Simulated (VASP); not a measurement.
A run of VASP 6.6.1 is set up as follows.

File INCAR:

```
SYSTEM = WS2
ALGO = Normal
EDIFF = 1E-7
EDIFFG = -0.04
ENCUT = 600
GGA = PE
IBRION = 2
ISIF = 3
ISMEAR = 0
LASPH = .True.
LCHARG = .False.
LREAL = .False.
LWAVE = .False.
NELM = 100
NSW = 90
PREC = Accurate
SIGMA = 0.1
```

Contents of KPOINTS:

```
k-points
0
Gamma
  6 6 2
  0 0 0
```

File POSCAR:

```
WS2
1.0
    3.1513067367      0.0000000000      0.0000000000
    1.5300093835      2.7567023336      0.0000000000
    0.3480946669      0.4660418945     14.4332647269
W S
2 4
Direct
    0.5984564006      0.0664281871      0.7528589259
    0.4015435994      0.9335718129      0.2471410741
    0.9361611926      0.4195904673      0.6435541113
    0.0701170270      0.6174212371      0.1378356749
    0.0638388074      0.5804095327      0.3564458887
    0.9298829730      0.3825787629      0.8621643251
```

Potentials or basis: VASP PAW PBE potentials, release 64 (W_sv, S).

Run with:

```console
$ cat potpaw_PBE.64/W_sv/POTCAR potpaw_PBE.64/S/POTCAR > POTCAR
$ mpirun -np 1 vasp_std > vasp.out
```

Question: What does it give for the space group after relaxing (to 0.1 Å)?

Answer: P-1 (No. 2).

Question: Estimate the relaxed volume.

Answer: 21.15 Å³/atom.

Stress tensor (GPa, compression positive):
```
-0.04  0.01  0.00
 0.01 -0.05  0.00
 0.00  0.00  0.10
```
